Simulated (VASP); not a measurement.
# GaCo (Pm-3m) in VASP: notebook

GaCo is run at these levels: r2SCAN+U; tasks: single point.

All numbers are computed with VASP 6.6.1; they aren't measurements. Logs are shortened: lines on timing, memory, paths and dates and some standing lists are left out, and cuts for length are marked.

### Step 1. The cell of the first run

Symmetry: Pm-3m, No. 221, cubic system. Conventional cell: a = 2.839 Å, b = 2.839 Å, c = 2.839 Å, α = 90.00°, β = 90.00°, γ = 90.00°. Within 3.2 Å of Ga (site symmetry m-3m) lie 8 Co at 2.46 Å and 6 Ga at 2.84 Å. Co (site symmetry m-3m) has 8 Ga at 2.46 Å and 6 Co at 2.84 Å within 3.2 Å.

### Step 2. Single point, r2SCAN+U, collinear spin, ferromagnetic start

The input, POSCAR:

```
GaCo
1.0
    2.8391033400      0.0000000000      0.0000000000
    0.0000000000      2.8391033400      0.0000000000
    0.0000000000      0.0000000000      2.8391033400
Ga Co
1 1
Direct
    0.5000000000      0.5000000000      0.5000000000
    0.0000000000      0.0000000000      0.0000000000
```

The input, INCAR.step1:

```
  ALGO = Normal
  EDIFF = 1E-4
  ENCUT = 520
  GGA = PE
  ISMEAR = -5
  ISPIN = 2
  LASPH = True
  LCHARG = False
  LDAU = True
  LDAUJ = 0 0
  LDAUL = -1 2
  LDAUTYPE = 2
  LDAUU = 0 6.2
  LMAXMIX = 4
  LREAL = False
  LWAVE = True
  MAGMOM = 0 2
  NBANDS = 22
  NELM = 150
  PREC = Accurate
  SIGMA = 0.1
```

The input, INCAR.step2:

```
  ALGO = Normal
  EDIFF = 1E-7
  ENCUT = 520
  ISIF = 2
  ISMEAR = -5
  ISPIN = 2
  ISTART = 1
  LASPH = True
  LCHARG = True
  LDAU = True
  LDAUJ = 0 0
  LDAUL = -1 2
  LDAUPRINT = 1
  LDAUTYPE = 2
  LDAUU = 0 6.2
  LELF = True
  LMAXMIX = 4
  LMIXTAU = True
  LORBIT = 11
  LREAL = False
  LVHAR = True
  LWAVE = False
  MAGMOM = 0 2
  METAGGA = R2SCAN
  NBANDS = 22
  NELM = 150
  PREC = Accurate
  SIGMA = 0.1
```

The input, KPOINTS:

```
k-points
0
Gamma
  9 9 9
```

Potentials or basis: VASP PAW PBE potentials, release 64 (Ga_d, Co).

Command:

```bash
cat potpaw_PBE.64/Ga_d/POTCAR potpaw_PBE.64/Co/POTCAR > POTCAR
cp INCAR.step1 INCAR
mpirun -np 1 vasp_std > vasp.out
cp INCAR.step2 INCAR
mpirun -np 1 vasp_std > vasp.out
```

OUTCAR:

```text
EDIFF = 1E-7
   ENCUT = 520
   ISIF = 2
   ISMEAR = -5
   ISPIN = 2
   ISTART = 1
   LASPH = True
   LORBIT = 11
   LREAL = False
   METAGGA = R2SCAN
   NELM = 150
   PREC = Accurate

 ion  position               nearest neighbor table
   1  0.500  0.500  0.500-   2 2.46   2 2.46   2 2.46   2 2.46   2 2.46   2 2.46   2 2.46   2 2.46

   2  0.000  0.000  0.000-   1 2.46   1 2.46   1 2.46   1 2.46   1 2.46   1 2.46   1 2.46   1 2.46

  LATTYP: Found a simple cubic cell.
 ALAT       =     2.8391033400

  Lattice vectors:

 A1 = (   2.8391033400,   0.0000000000,   0.0000000000)
 A2 = (   0.0000000000,   2.8391033400,   0.0000000000)
 A3 = (   0.0000000000,   0.0000000000,   2.8391033400)

Analysis of symmetry for initial positions (statically):
=====================================================================
 Subroutine PRICEL returns:
 Original cell was already a primitive cell.

 Routine SETGRP: Setting up the symmetry group for a
 simple cubic supercell.

 Subroutine GETGRP returns: Found 48 space group operations
 (whereof 48 operations were pure point group operations)
 out of a pool of 48 trial point group operations.

The static configuration has the point symmetry O_h .

Analysis of symmetry for dynamics (positions and initial velocities):
=====================================================================
 Subroutine PRICEL returns:
 Original cell was already a primitive cell.

 Routine SETGRP: Setting up the symmetry group for a
 simple cubic supercell.

 Subroutine GETGRP returns: Found 48 space group operations
 (whereof 48 operations were pure point group operations)
 out of a pool of 48 trial point group operations.

The dynamic configuration has the point symmetry O_h .

Analysis of structural, dynamic, and magnetic symmetry:
=====================================================================
 Subroutine PRICEL returns:
 Original cell was already a primitive cell.

 Routine SETGRP: Setting up the symmetry group for a
 simple cubic supercell.

 Subroutine GETGRP returns: Found 48 space group operations
 (whereof 48 operations were pure point group operations)
 out of a pool of 48 trial point group operations.

The overall configuration has the point symmetry O_h .

 Subroutine INISYM returns: Found 48 space group operations
 (whereof 48 operations are pure point group operations),
 and found     1 'primitive' translations

----------------------------------------------------------------------------------------

                                     Primitive cell

  volume of cell :      22.8846

  direct lattice vectors                    reciprocal lattice vectors
     2.839103340  0.000000000  0.000000000     0.352223882  0.000000000  0.000000000
     0.000000000  2.839103340  0.000000000     0.000000000  0.352223882  0.000000000
     0.000000000  0.000000000  2.839103340     0.000000000  0.000000000  0.352223882

  length of vectors
     2.839103340  2.839103340  2.839103340     0.352223882  0.352223882  0.352223882

  position of ions in fractional coordinates (direct lattice)
     0.500000000  0.500000000  0.500000000
     0.000000000  0.000000000  0.000000000

  ion indices of the primitive-cell ions
   primitive index   ion index
                 1           1
                 2           2

----------------------------------------------------------------------------------------

 KPOINTS: k-points
[... 69 lines left out ...]
   NELM   =    150;   NELMIN=  2; NELMDL=  0     # of ELM steps
   EDIFF  = 0.1E-06   stopping-criterion for ELM
   LREAL  =      F    real-space projection
   EDIFFG = 0.1E-05   stopping-criterion for IOM
   NSW    =      0    number of steps for IOM
   IBRION =     -1    ionic relax: 0-MD 1-quasi-New 2-CG
   NFREE  =      0    steps in history (QN), initial steepest desc. (CG)
   ISIF   =      2    stress and relaxation
   ISYM   =      2    0-nonsym 1-usesym 2-fastsym
   POTIM  = 0.5000    time-step for ionic-motion
   TEBEG  =    0.0;   TEEND  =   0.0 temperature during run
   PSTRESS=    0.0 pullay stress
   NELECT =      22.0000    total number of electrons
   NUPDOWN=      -1.0000    fix difference up-down
   EMIN   =  10.00;   EMAX   =-10.00  energy-range for DOS
   EFERMI =   0.00;   METHOD = LEGACY
   ISMEAR =    -5;   SIGMA  =   0.10  broadening in eV -4-tet -1-fermi 0-gaus
   EFERMI_NEDOS =   21; number of points for ismear=-14 and -15
   IALGO  =     38    algorithm
   IMIX   =      4    mixing-type and parameters
     AMIX     =   0.40;   BMIX     =  1.00
     AMIX_MAG =   1.60;   BMIX_MAG =  1.00
  volume/ion in A,a.u.               =      11.44        77.22
  Fermi-wavevector in a.u.,A,eV,Ry     =   1.615727  3.053280 35.518992  2.610572
  Thomas-Fermi vector in A             =   2.710428
   LORBIT       =     11    0 simple, 1 ext, 2 COOP (PROOUT), +10 PAW based schemes
 LDA+U is selected, type is set to LDAUTYPE =  2
   angular momentum for each species LDAUL =    -1    2
   U (eV)           for each species LDAUU =   0.0  6.2
   J (eV)           for each species LDAUJ =   0.0  0.0
   METAGGA = R2SCAN    functional components
   LHFCALC =     F    Hartree Fock is set to
   AEXX    =    0.0000 exact exchange contribution
   IVDW    =     0    specifies the selected vdW correction
   LEPSILON=     F    determine dielectric tensor
   LRPA    =     F    only Hartree local field effects (RPA)
 spin polarized calculation
 Fermi weights with tetrahedron method with Bloechl corrections
  energy-cutoff  :      520.00
  volume of cell :       22.88
 maximum number of plane-waves:       635
 NGX is ok and might be reduce to    24
   NGX = 11   NGY = 11   NGZ = 11

atom =   2  type =  2  l = 2

 onsite density matrix

spin component  1

  0.9262  0.0000  0.0000  0.0000  0.0000
  0.0000  0.9262 -0.0000  0.0000  0.0000
  0.0000 -0.0000  0.9648  0.0000  0.0000
  0.0000  0.0000  0.0000  0.9262  0.0000
  0.0000  0.0000  0.0000  0.0000  0.9648

spin component  2

  0.9034 -0.0000 -0.0000  0.0000 -0.0000
 -0.0000  0.9034 -0.0000  0.0000  0.0000
 -0.0000 -0.0000  0.0607  0.0000  0.0000
  0.0000  0.0000  0.0000  0.9034 -0.0000
 -0.0000  0.0000  0.0000 -0.0000  0.0607

 occupancies and eigenvectors

  o =  0.0607  v =  0.0000  0.0000  0.0000  0.0000  0.0000  0.0000 -0.0000 -0.9999  0.0000  0.0106      0.0000  0.0000  0.0000  0.0000  0.0000  0.0000  0.0000  0.0000  0.0000  0.0000
  o =  0.0607  v =  0.0000  0.0000  0.0000  0.0000  0.0000  0.0000 -0.0000 -0.0106 -0.0000 -0.9999      0.0000  0.0000  0.0000  0.0000  0.0000  0.0000  0.0000  0.0000  0.0000  0.0000
  o =  0.9034  v =  0.0000  0.0000  0.0000  0.0000  0.0000  0.0000 -0.1377 -0.0000  0.9905 -0.0000      0.0000  0.0000  0.0000  0.0000  0.0000  0.0000  0.0000  0.0000  0.0000  0.0000
  o =  0.9034  v =  0.0000  0.0000  0.0000  0.0000  0.0000  0.0000  0.9905 -0.0000  0.1377 -0.0000      0.0000  0.0000  0.0000  0.0000  0.0000  0.0000  0.0000  0.0000  0.0000  0.0000
  o =  0.9034  v =  0.0000  0.0000  0.0000  0.0000  0.0000  1.0000  0.0000  0.0000  0.0000  0.0000      0.0000  0.0000  0.0000  0.0000  0.0000  0.0000  0.0000  0.0000  0.0000  0.0000
  o =  0.9262  v =  0.0000  0.0712  0.0000 -0.9975  0.0000  0.0000  0.0000  0.0000  0.0000  0.0000      0.0000  0.0000  0.0000  0.0000  0.0000  0.0000  0.0000  0.0000  0.0000  0.0000
  o =  0.9262  v =  1.0000  0.0000  0.0000  0.0000  0.0000  0.0000  0.0000  0.0000  0.0000  0.0000      0.0000  0.0000  0.0000  0.0000  0.0000  0.0000  0.0000  0.0000  0.0000  0.0000
  o =  0.9262  v =  0.0000 -0.9975 -0.0000 -0.0712  0.0000  0.0000  0.0000  0.0000  0.0000  0.0000      0.0000  0.0000  0.0000  0.0000  0.0000  0.0000  0.0000  0.0000  0.0000  0.0000
  o =  0.9648  v =  0.0000 -0.0000  0.0094 -0.0000 -1.0000  0.0000  0.0000  0.0000  0.0000  0.0000      0.0000  0.0000  0.0000  0.0000  0.0000  0.0000  0.0000  0.0000  0.0000  0.0000
  o =  0.9648  v =  0.0000 -0.0000  1.0000  0.0000  0.0094  0.0000  0.0000  0.0000  0.0000  0.0000      0.0000  0.0000  0.0000  0.0000  0.0000  0.0000  0.0000  0.0000  0.0000  0.0000

 number of electron      21.9999999 magnetization       1.8511890

 Free energy of the ion-electron system (eV)
  ---------------------------------------------------
  ext. energy  EPLUGINS =         0.00000000
  ---------------------------------------------------
  free energy    TOTEN  =       -21.22611923 eV

  energy without entropy =      -21.22611923  energy(sigma->0) =      -21.22611923

 E-fermi :  11.3962     XC(G=0): -14.7489

 val. band max:       12.0397113604   @ k =   0.3333   0.3333   0.3333
 cond. band min:      11.2207961972   @ k =   0.3333   0.3333   0.1111
 fundamental gap:     -0.8189151631
 Fermi energy:        11.3962486694

 spin component 1

 k-point     1 :       0.0000    0.0000    0.0000
  band No.  band energies     occupation
      1      -5.3792      1.00000
      2      -5.3792      1.00000
      3      -4.9512      1.00000
      4      -4.9512      1.00000
      5      -4.9512      1.00000
      6      -2.7524      1.00000
[... 1193 lines left out ...]
     21      35.4563      0.00000
     22      37.3672      0.00000

 [... further k-points ...]

------------------------ aborting loop because EDIFF is reached ----------------------------------------

  FORCE on cell =-STRESS in cart. coord.  units (eV):
  Direction    XX          YY          ZZ          XY          YZ          ZX
  --------------------------------------------------------------------------------------
  -------------------------------------------------------------------------------------
  Total        4.5072377      4.5072377      4.5072377     -0.0000000     -0.0000000      0.0000000
  in kB      315.5567301    315.5567301    315.5567301     -0.0000000     -0.0000000      0.0000000
  external PRESSURE =     315.5567301 kB  Pullay stress =       0.0000000 kB

 VOLUME and BASIS-vectors are now :
 -----------------------------------------------------------------------------
  energy-cutoff  :      520.00
  volume of cell :       22.88
      direct lattice vectors                 reciprocal lattice vectors
     2.839103340  0.000000000  0.000000000     0.352223882  0.000000000  0.000000000
     0.000000000  2.839103340  0.000000000     0.000000000  0.352223882  0.000000000
     0.000000000  0.000000000  2.839103340     0.000000000  0.000000000  0.352223882

 POSITION                                       TOTAL-FORCE (eV/Angst)
 -----------------------------------------------------------------------------------
      1.41955      1.41955      1.41955         0.000000      0.000000      0.000000
      0.00000      0.00000      0.00000         0.000000      0.000000      0.000000
 -----------------------------------------------------------------------------------
    total drift:                                0.000000      0.000000     -0.000000

  FREE ENERGIE OF THE ION-ELECTRON SYSTEM (eV)
  ---------------------------------------------------
  free  energy   TOTEN  =       -21.2261192328 eV

  energy  without entropy=      -21.2261192328  energy(sigma->0) =      -21.22611923

 total charge

# of ion       s       p       d       tot
------------------------------------------
    1        0.838   0.998  10.059  11.896
    2        0.444   0.585   7.506   8.535
--------------------------------------------------
tot          1.282   1.583  17.566  20.431

 magnetization (x)

# of ion       s       p       d       tot
------------------------------------------
    1       -0.007  -0.030  -0.012  -0.049
    2        0.014   0.020   1.874   1.908
--------------------------------------------------
tot          0.008  -0.010   1.861   1.860
```

Wall time 2.2 min (1 thread of AMD EPYC 9R45 (Zen 5), shared host); peak memory 0.15 GiB.

Results:

* Free energy: -21.2261 eV
* Pressure: 31.6 GPa
* Net moment: 1.85 μB per cell
* Site moments: Ga -0.05; Co +1.91 μB
* Valence electrons inside the program's atomic spheres: Ga 11.90; Co 8.54

Levels at points of the mesh, in eV from the Fermi level:
Spin up:
| k point | band 8 | band 9 | band 10 | band 11 | band 12 | band 13 | band 14 | band 15 | band 16 | band 17 |
| --- | --- | --- | --- | --- | --- | --- | --- | --- | --- | --- |
| (0.00, 0.00, 0.00) | -8.00 | -5.12 | -5.12 | -5.12 | 4.50 | 4.50 | 4.50 | 8.77 | 8.77 | 12.68 |
Spin down:
```
           k point  band 6  band 7  band 8  band 9  band 10  band 11  band 12  band 13  band 14  band 15
(0.00, 0.00, 0.00)  -14.14   -3.96   -3.96   -3.96     0.51     0.51     4.48     4.48     4.48    12.46
```

Eigenvalues of the final occupation matrices:
```tsv
site	spin	trace	eigenvalues
site 2 d	1	4.71	0.93 0.93 0.93 0.96 0.96
site 2 d	2	2.83	0.06 0.06 0.90 0.90 0.90
```

Caveat: the PAW data sets were made with another functional, which shifts forces and pressure a little; the U is typed as a test and isn't derived for this compound; tetrahedron occupations give inexact forces and stress in metals. The state reached can hang on the start; a lower one may exist.

(Part 1 of 2 ends here.)
